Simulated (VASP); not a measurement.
A run of VASP 6.6.1 is set up as follows.

INCAR

```
SYSTEM = Al2C
PREC = Accurate ; ENCUT = 520
EDIFF = 1E-6 ; ISMEAR = 0
SIGMA = 0.1 ; LREAL = .False.
LASPH = .True. ; NELM = 100
ALGO = Normal ; ISIF = 2
LWAVE = .False. ; LCHARG = .False.
GGA = PE ; NBANDS = 12
```

The input KPOINTS:

```
Automatic mesh
0
Gamma
  6 6 4
  0 0 0
```

Contents of POSCAR:

```
Al2C
1.0
    3.1035752630      0.0000000000      0.0000000000
   -1.5517876315      2.6877750203      0.0000000000
    0.0000000000      0.0000000000      4.4484682338
Al C
2 1
Direct
    0.3333333333      0.6666666667      0.2340608211
    0.6666666667      0.3333333333      0.7659391789
    0.0000000000      0.0000000000      0.0000000000
```

Potentials or basis: VASP PAW PBE potentials, release 64 (Al, C).

Command:

```console
$ cat potpaw_PBE.64/Al/POTCAR potpaw_PBE.64/C/POTCAR > POTCAR
$ mpirun -np 1 vasp_std > vasp.out
```

**Question.** Estimate the band gap on the k mesh.

**Answer.** Zero (band 5 reaches 8.71 eV, above the bottom of band 6 at 6.40 eV).

**Question.** Estimate the pressure.

**Answer.** -0.1 GPa.

Stress tensor (GPa, compression positive):
```
-0.13  0.00  0.00
 0.00 -0.13  0.00
 0.00  0.00  0.04
```

Caveat: the k points lie up to 0.39 Å⁻¹ apart.
